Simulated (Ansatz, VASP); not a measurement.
## One calculation of TaN, two programs

File INCAR:

```
PREC     = Accurate       # precision mode
ENCUT    = 520            # plane-wave cutoff, eV
EDIFF    = 1E-6           # SCF threshold, eV
ISMEAR   = 0              # smearing method
SIGMA    = 0.15           # smearing width, eV
LREAL    = False          # projectors in reciprocal space
LASPH    = True           # aspherical terms in the spheres
NELM     = 100            # most SCF steps
ALGO     = Normal         # electronic algorithm
ISIF     = 2              # what is computed and relaxed
LWAVE    = False          # write WAVECAR
LCHARG   = True           # write CHGCAR
GGA      = PE             # functional
LELF     = True           # ELF
LVHAR    = True         
NBANDS   = 15             # bands
```

File KPOINTS:

```
Automatic mesh
0
Gamma
  24 24 24
```

The input POSCAR:

```
TaN
1.0
    0.0000000000      1.9601633660      2.2086347786
    2.2086347786      0.0000000000      2.2086347786
    2.2086347786      1.9601633660      0.0000000000
Ta N
1 1
Direct
    0.5000000000      0.5000000000      0.5000000000
    0.0000000000      0.0000000000      0.0000000000
```

Input for Ansatz:

```yaml
crystal:
  lattice:
    - [0.0, 1.960163366, 2.2086347786]
    - [2.2086347786, 0.0, 2.2086347786]
    - [2.2086347786, 1.960163366, 0.0]
  atoms:
    - { symbol: Ta, position: [0.5, 0.5, 0.5] }
    - { symbol: "N", position: [0.0, 0.0, 0.0] }
basis:
  ecutwfc: 420
kpoints:
  mp_grid: { grid: [24, 24, 24] }
hamiltonian:
  xc: pbe
scf:
  occupations: { method: gaussian, width: 0.15 }
output:
  forces: true
  stress: true
  eigenvalues: true
```

Change from the starting cell: strain -0.1125 x Voigt [0, 1, 0, 0, 0, 0], atoms carried along.

Alike in both runs: task single point; functional PBE; k mesh 24 × 24 × 24; occupations gaussian, width 0.15 eV; no spin polarisation.

|  | VASP | Ansatz |
| --- | --- | --- |
| version | VASP 6.6.1 | Ansatz 0.2.0 |
| potentials or method | VASP PAW PBE potentials, release 64 (Ta_pv, N), cutoff 520 eV | scalar-relativistic, plane waves, PAW |
| valence electrons in the cell | 16 | 18 |

VASP gave:

- gap on the k mesh at the Fermi level (eV): none
- pressure (GPa): 69.6
- traceless stress, the component that is largest in VASP (GPa): 90.83

Estimate Ansatz's values.

gap on the k mesh at the Fermi level (eV): none; pressure (GPa): 67.8; traceless stress, the component that is largest in VASP (GPa): 89.77.

A gap of «none» marks a metal or a gap that the smearing closes. Both programs put the cell under a high pressure, so it lies far from rest at this level. VASP's potentials hold 16 valence electrons a cell and Ansatz's 18, so a difference there can come from the potentials and not from the codes.

Spin-orbit coupling is off throughout. Noted on VASP's run: the cell as given lies far from equilibrium.
